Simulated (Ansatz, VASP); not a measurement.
## Bi in VASP and in Ansatz

File INCAR:

```
SYSTEM = Bi
PREC = Accurate
ENCUT = 520
EDIFF = 1E-7
ISMEAR = -1
SIGMA = 0.08
LREAL = .FALSE.
LASPH = .TRUE.
NELM = 100
ALGO = Normal
ISIF = 2
LWAVE = .FALSE.
LCHARG = .FALSE.
GGA = PE
NBANDS = 14
```

KPOINTS

```
regular mesh
0
G
  13 13 13
  0 0 0
```

Contents of POSCAR:

```
Bi
1.0
   -1.6813047890      1.6813047890      1.6813047890
    1.6813047890     -1.6813047890      1.6813047890
    1.6813047890      1.6813047890     -1.6813047890
Bi
1
Direct
    0.0000000000      0.0000000000      0.0000000000
```

Input for Ansatz:

```yaml
crystal:
  lattice:
    - [-1.681304789, 1.681304789, 1.681304789]
    - [1.681304789, -1.681304789, 1.681304789]
    - [1.681304789, 1.681304789, -1.681304789]
  atoms:
    - { symbol: Bi, position: [0.0, 0.0, 0.0] }
kpoints:
  mp_grid: { grid: [13, 13, 13] }
scf:
  occupations: { method: fermi_dirac, width: 0.08 }
hamiltonian:
  xc: pbe
  pseudopotentials: { kind: paw }
output:
  forces: true
  stress: true
  eigenvalues: true
  populations: true
```

Change from the starting cell: volume scaled by 0.6, PAW files.

Alike in both runs: task single point; functional PBE; k mesh 13 × 13 × 13; occupations fermi-dirac, width 0.08 eV; no spin polarisation.

```csv
,VASP,Ansatz
version,VASP 6.6.1,Ansatz 0.2.0
potentials or method,"VASP PAW PBE potentials, release 64 (Bi_d)","PAW with Ansatz's default frozen-core files, scalar-relativistic"
plane-wave cutoff (eV),520,420
valence electrons in the cell,15,15
```

VASP gave:

| Property | Result |
| --- | --- |
| pressure (GPa) | 86.1 |

What did Ansatz give for the same quantities?

Pressure (GPa): 86.2.

Both programs put the cell under a high pressure, so it lies far from rest at this level.

Neither program's run includes spin-orbit coupling. Noted on VASP's run: the cell as given lies far from equilibrium.
